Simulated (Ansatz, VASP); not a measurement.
# CO2: VASP beside Ansatz

```xyz
12
Lattice="10.9947 0.0000 0.0000 0.0000 3.7668 0.0000 0.0000 0.0000 5.5833" Properties=species:S:1:pos:R:3 pbc="T T T"
C     7.2978    0.8938    0.5710
C     3.6968    2.8730    3.3627
C     9.1942    2.7772    3.3627
C     1.8005    0.9896    0.5710
O     6.2166    1.2344    0.2715
O     4.7781    2.5324    3.0631
O    10.2754    3.1178    3.0631
O     0.7193    0.6490    0.2715
O     8.3840    0.5528    0.8771
O     2.6107    3.2141    3.6688
O     8.1080    2.4362    3.6688
O     2.8866    1.3307    0.8771
```

Alike in both runs: task electric field gradients; functional r2SCAN; k mesh 2 × 6 × 4; occupations fermi-dirac, width 0.02 eV; no spin polarisation.

|  | VASP | Ansatz |
| --- | --- | --- |
| version | VASP 6.6.1 | Ansatz 0.2.0 |
| potentials or method | VASP PAW PBE potentials, release 64 (C, O) | plane-wave PAW, scalar-relativistic |
| plane-wave cutoff (eV) | 520 | 500 |
| valence electrons in the cell | 64 | 64 |

```csv
,VASP,Ansatz,Ansatz less VASP
gap on the k mesh at the Fermi level (eV),7.15,7.17,+0.020
pressure (GPa),-2.1,-3.5,-1.34
"traceless stress, the component that is largest in VASP (GPa)",-2.35,-4.75,-2.400
rms of the force components (eV/Å),0.360,0.699,+0.3390
size of Vzz on the site where it differs most (V/Å²),56.1,35.0,-21.04
```

VASP's potentials were made for PBE, not for r2SCAN. Atom by atom the forces differ by 0.340 eV/Å (rms over components).

Noted on VASP's run: the standard files for N, O and F lose accuracy on very short bonds.
